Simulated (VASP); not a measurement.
Here is a VASP 6.6.1 calculation.

The input INCAR:

```
SYSTEM = Be2ZnO3
PREC = Accurate ; ENCUT = 910
EDIFF = 1E-7 ; ISMEAR = 0
SIGMA = 0.02 ; LREAL = .FALSE.
LASPH = .TRUE. ; NELM = 120
ALGO = Normal ; ISIF = 3
LWAVE = .FALSE. ; LCHARG = .FALSE.
GGA = PE ; IBRION = 2
NSW = 100 ; EDIFFG = -0.01
GGA_COMPAT = .FALSE. ; NELMIN = 4
```

KPOINTS

```
Automatic mesh
0
G
  6 6 6
  0 0 0
```

The input POSCAR:

```
Be2ZnO3
1.0
    4.9626678352      0.0000000000      0.0000000000
   -2.4813339176      4.2977964158      0.0000000000
    0.0000000000      0.0000000000      4.1054030549
Be Zn O
2 1 3
Direct
    0.3333333333      0.6666666667      0.5000000000
    0.6666666667      0.3333333333      0.5000000000
    0.0000000000      0.0000000000      0.5000000000
    0.6188362477      0.0000000000      0.5000000000
    0.0000000000      0.6188362477      0.5000000000
    0.3811637523      0.3811637523      0.5000000000
```

Potentials or basis: VASP PAW PBE potentials, release 64 (Be, Zn, O_h).

Run with:

```sh
$ cat potpaw_PBE.64/Be/POTCAR potpaw_PBE.64/Zn/POTCAR potpaw_PBE.64/O_h/POTCAR > POTCAR
$ mpirun -np 1 vasp_std > vasp.out
```

**Question.** Predict the relaxed volume.

**Answer.** 14.60 Å³/atom.

**Question.** Estimate the band gap on the k mesh.

**Answer.** 3.52 eV.

**Question.** Estimate the space group after relaxing (to 0.1 Å).

**Answer.** P-62m (No. 189).

**Question.** Predict the relaxed cell.

**Answer.** a = 4.964 Å, b = 4.964 Å, c = 4.105 Å, α = 90.00°, β = 90.00°, γ = 120.00°.

Final structure:
```
Be Zn O
1.0
     4.96418    0.00000    0.00000
    -2.48209    4.29910    0.00000
     0.00000    0.00000    4.10532
Be Zn O
2 1 3
Direct
  0.33333 0.66667 0.50000
  0.66667 0.33333 0.50000
  0.00000 0.00000 0.50000
  0.61800 0.00000 0.50000
  0.00000 0.61800 0.50000
  0.38200 0.38200 0.50000
```

A k mesh can miss the band edges.
